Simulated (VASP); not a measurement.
Write the native input for VASP 6.6.1 that does the following.

```yaml
Task: single point
Functional: LDA
Potentials_or_basis: VASP PAW LDA potentials, release 64 (Hf_pv, B)
Cutoff: 520 eV
k_mesh: 10 × 10 × 8
Occupations: fermi-dirac, width 0.05 eV
Spin: no spin polarisation
Dipole_correction: no
Further_INCAR_settings: ALGO = Normal; EDIFF = 1e-06; NBANDS = 15
```

The structure of HfB2 lies in POSCAR:

```
HfB2
1.0
    3.1400000000      0.0000000000      0.0000000000
   -1.5700000000      2.7193197679      0.0000000000
    0.0000000000      0.0000000000      3.4800000000
Hf B
1 2
Direct
    0.0000000000      0.0000000000      0.0000000000
    0.6666666667      0.3333333333      0.5000000000
    0.3333333333      0.6666666667      0.5000000000
```

One way to write it, as run:

INCAR

```
PREC = Accurate
ENCUT = 520
EDIFF = 1E-6
ISMEAR = -1
SIGMA = 0.05
LREAL = False
LASPH = True
NELM = 80
ALGO = Normal
ISIF = 2
LWAVE = False
LCHARG = False
GGA = CA
NBANDS = 15
```

KPOINTS

```
regular mesh
0
Gamma
  10 10 8
```

Potentials or basis: VASP PAW LDA potentials, release 64 (Hf_pv, B).

Command:

```sh
$ cat potpaw_LDA.64/Hf_pv/POTCAR potpaw_LDA.64/B/POTCAR > POTCAR
$ mpirun -np 1 vasp_std > vasp.out
```

Results of the run:

The pressure is -9.7 GPa. The band gap on the k mesh is zero (band 8 reaches 8.21 eV, above the bottom of band 9 at 7.40 eV).

Caveat: spin-orbit coupling is left out, which moves the levels of the heavy elements.

Wall time 20 s on 1 thread of Intel(R) Xeon(R) Platinum 8259CL CPU @ 2.50GHz (Skylake/Cascade Lake), on a shared host, peak memory 0.15 GiB.
